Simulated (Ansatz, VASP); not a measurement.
Al in VASP and in Ansatz

The input INCAR:

```
PREC = Accurate
ENCUT = 520
EDIFF = 1E-6
ISMEAR = 0
SIGMA = 0.15
LREAL = False
LASPH = True
NELM = 60
ALGO = Fast
ISIF = 2
LWAVE = False
LCHARG = False
GGA = PS
NBANDS = 8
```

KPOINTS

```
Automatic mesh
0
Gamma
  20 20 20
```

Contents of POSCAR:

```
Al
1.0
    0.0000000000      2.0138601000      2.0239800000
    2.0340999000      0.0000000000      2.0239800000
    2.0340999000      2.0138601000      0.0000000000
Al
1
Direct
    0.0000000000      0.0000000000      0.0000000000
```

Input for Ansatz:

```yaml
crystal:
  lattice:
    - [0.0, 2.0138601, 2.02398]
    - [2.0340999, 0.0, 2.02398]
    - [2.0340999, 2.0138601, 0.0]
  atoms:
    - { symbol: Al, position: [0.0, 0.0, 0.0] }
basis:
  ecutwfc: 420
kpoints:
  mp_grid: { grid: [20, 20, 20] }
hamiltonian:
  xc: pbesol
scf:
  occupations: { method: gaussian, width: 0.15 }
output:
  forces: true
  stress: true
  eigenvalues: true
```

Change from the starting cell: strain +0.0050 x Voigt [1, -1, 0, 0, 0, 0], atoms carried along.

Alike in both runs: task single point; functional PBEsol; k mesh 20 × 20 × 20; occupations gaussian, width 0.15 eV; no spin polarisation.

```csv
,VASP,Ansatz
version,VASP 6.6.1,Ansatz 0.2.0
potentials or method,"VASP PAW PBE potentials, release 64 (Al), cutoff 520 eV","scalar-relativistic, plane waves, PAW"
valence electrons in the cell,3,3
```

|  | VASP | Ansatz | Ansatz less VASP |
| --- | --- | --- | --- |
| gap on the k mesh at the Fermi level (eV) | none | none | - |
| pressure (GPa) | -1.9 | -1.9 | -0.05 |
| traceless stress, the component that is largest in VASP (GPa) | -0.06 | -0.06 | 0.000 |

VASP's potentials were made for PBE, not for PBEsol. A gap of «none» marks a metal or a gap that the smearing closes.
